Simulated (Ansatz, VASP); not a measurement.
**One calculation of Rh, two programs**

The input POSCAR:

```
Rh
1.0
    0.0000000000      1.9008071574      1.9008071574
    1.9008071574      0.0000000000      1.9008071574
    1.9008071574      1.9008071574      0.0000000000
Rh
1
Direct
    0.0000000000      0.0000000000      0.0000000000
```

Contents of INCAR.step1:

```
SYSTEM = Rh
PREC = Accurate ; ENCUT = 520
ISMEAR = -1 ; SIGMA = 0.1
LREAL = .FALSE. ; LASPH = .TRUE.
NELM = 80 ; NBANDS = 14
GGA = PE ; ALGO = Normal
EDIFF = 1E-4 ; LWAVE = .TRUE.
LCHARG = .FALSE.
```

INCAR.step2

```
SYSTEM = Rh
PREC = Accurate ; ENCUT = 520
EDIFF = 1E-6 ; ISMEAR = -1
SIGMA = 0.1 ; LREAL = .FALSE.
LASPH = .TRUE. ; NELM = 80
ALGO = Normal ; ISIF = 2
LWAVE = .FALSE. ; LCHARG = .FALSE.
METAGGA = R2SCAN ; LMIXTAU = .TRUE.
NBANDS = 14 ; ISTART = 1
```

KPOINTS

```
Automatic mesh
0
G
  14 14 14
  0 0 0
```

Input for Ansatz:

```yaml
crystal:
  lattice:
    - [0.0, 1.9008071574, 1.9008071574]
    - [1.9008071574, 0.0, 1.9008071574]
    - [1.9008071574, 1.9008071574, 0.0]
  atoms:
    - { symbol: Rh, position: [0.0, 0.0, 0.0] }
hamiltonian:
  xc: r2scan
  pseudopotentials:
    kind: paw
    azcp:
      Rh: "pseudopotentials/Rh.paw.azcp"
basis:
  ecutwfc: 500
  fft_grid_basis: typed
kpoints:
  mp_grid: { grid: [14, 14, 14], shift: [0, 0, 0] }
magnetization:
  spin_polarized: false
scf:
  occupations: { method: fermi_dirac, width: 0.1 }
  lower_state_search: "off"
output:
  stress: true
```

Alike in both runs: task single point; functional r2SCAN; k mesh 14 × 14 × 14; occupations fermi-dirac, width 0.1 eV; no spin polarisation.

|  | VASP | Ansatz |
| --- | --- | --- |
| version | VASP 6.6.1 | Ansatz 0.2.0 |
| potentials or method | VASP PAW PBE potentials, release 64 (Rh_pv), cutoff 520 eV | plane waves (500 eV) with PAW, scalar-relativistic |
| valence electrons in the cell | 15 | 17 |

|  | VASP | Ansatz | Ansatz less VASP |
| --- | --- | --- | --- |
| pressure (GPa) | 1.2 | 0.0 | -1.20 |

VASP's potentials were made for PBE, not for r2SCAN. The functional is the same, so the differences come from potentials, cutoffs and numerics. VASP's potentials hold 15 valence electrons a cell and Ansatz's 17, so a difference there can come from the potentials and not from the codes.
